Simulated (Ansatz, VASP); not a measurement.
**Ta in VASP and in Ansatz**

File INCAR:

```
SYSTEM = Ta
PREC     = Accurate       ! precision mode
ENCUT    = 600            ! plane-wave cutoff, eV
EDIFF    = 1E-6           ! SCF threshold, eV
ISMEAR   = 0              ! smearing method
SIGMA    = 0.1            ! smearing width, eV
LREAL    = .False.        ! projectors in reciprocal space
LASPH    = .True.         ! aspherical terms in the spheres
NELM     = 60             ! most SCF steps
ALGO     = Fast           ! electronic algorithm
ISIF     = 3              ! what is computed and relaxed
LWAVE    = .False.        ! write WAVECAR
LCHARG   = .False.        ! write CHGCAR
GGA      = PE             ! functional
IBRION   = 2              ! ionic algorithm
NSW      = 80             ! ionic steps
EDIFFG   = -0.01          ! ionic threshold
```

The input KPOINTS:

```
Automatic mesh
0
Gamma
  18 18 18
  0 0 0
```

File POSCAR:

```
Ta
1.0
   -1.6460304987      1.6460304987      1.6460304987
    1.6460304987     -1.6460304987      1.6460304987
    1.6460304987      1.6460304987     -1.6460304987
Ta
1
Direct
    0.0000000000      0.0000000000      0.0000000000
```

Input for Ansatz:

```yaml
crystal:
  lattice:
    - [-1.6460304987, 1.6460304987, 1.6460304987]
    - [1.6460304987, -1.6460304987, 1.6460304987]
    - [1.6460304987, 1.6460304987, -1.6460304987]
  atoms:
    - { symbol: Ta, position: [0.0, 0.0, 0.0] }
basis:
  ecutwfc: 420
kpoints:
  mp_grid: { grid: [18, 18, 18] }
hamiltonian:
  xc: pbe
scf:
  occupations: { method: gaussian, width: 0.1 }
output:
  forces: true
  stress: true
  eigenvalues: true
relax:
  adjacent_minimum: "off"
  f_tol: 0.01
  max_steps: 60
  cell: { stress_tol: 0.1 }
```

Alike in both runs: task relaxation of cell and atoms; functional PBE; k mesh 18 × 18 × 18; occupations gaussian, width 0.1 eV; no spin polarisation.

|  | VASP | Ansatz |
| --- | --- | --- |
| version | VASP 6.6.1 | Ansatz 0.2.0 |
| potentials or method | VASP PAW PBE potentials, release 64 (Ta_pv), cutoff 600 eV | scalar-relativistic, plane waves, PAW |
| valence electrons in the cell | 11 | 13 |

|  | VASP | Ansatz | Ansatz less VASP |
| --- | --- | --- | --- |
| gap on the k mesh at the Fermi level, each at its own relaxed structure (eV) | none | none | - |
| relaxed volume (Å³/atom) | 18.30 | 18.28 | -0.019 |
| relaxed length of the cell vector where the two differ most in proportion (Å) | 2.875 | 2.874 | -0.0010 |

A gap of «none» marks a metal or a gap that the smearing closes. VASP's potentials hold 11 valence electrons a cell and Ansatz's 13, so a difference there can come from the potentials and not from the codes.

Spin-orbit coupling is off throughout.
